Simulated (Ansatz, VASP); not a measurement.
**One calculation of Si, two programs**

```
CELL_PARAMETERS angstrom
-3.43500 3.43500 3.04478
3.43500 -3.43500 3.04478
3.43500 3.43500 -3.04478
ATOMIC_POSITIONS crystal
Si 0.20285 0.20285 0.20285
Si 0.50000 0.00000 0.29715
Si 0.29715 0.50000 0.00000
Si 0.00000 0.29715 0.50000
Si 0.79715 0.79715 0.79715
Si 0.50000 0.00000 0.70285
Si 0.70285 0.50000 0.00000
Si 0.00000 0.70285 0.50000
```

Alike in both runs: task single point; functional PBE; k mesh 10 × 10 × 10; occupations gaussian, width 0.15 eV; no spin polarisation.

```csv
,VASP,Ansatz
version,VASP 6.6.1,Ansatz 0.2.0
potentials or method,"VASP PAW PBE potentials, release 64 (Si), cutoff 520 eV","scalar-relativistic, plane waves, PAW"
valence electrons in the cell,32,32
```

|  | VASP | Ansatz | Ansatz less VASP |
| --- | --- | --- | --- |
| gap on the k mesh at the Fermi level (eV) | none | none | - |
| pressure (GPa) | 3.0 | 3.1 | +0.08 |
| traceless stress, the component that is largest in VASP (GPa) | 10.33 | 10.32 | -0.001 |
| rms of the force components (eV/Å) | 0.498 | 0.500 | +0.0016 |

Atom by atom the forces differ by 0.002 eV/Å (rms over components). A gap of «none» marks a metal or a gap that the smearing closes. With one functional, cell and mesh, what is left measures potentials, basis and numerics.
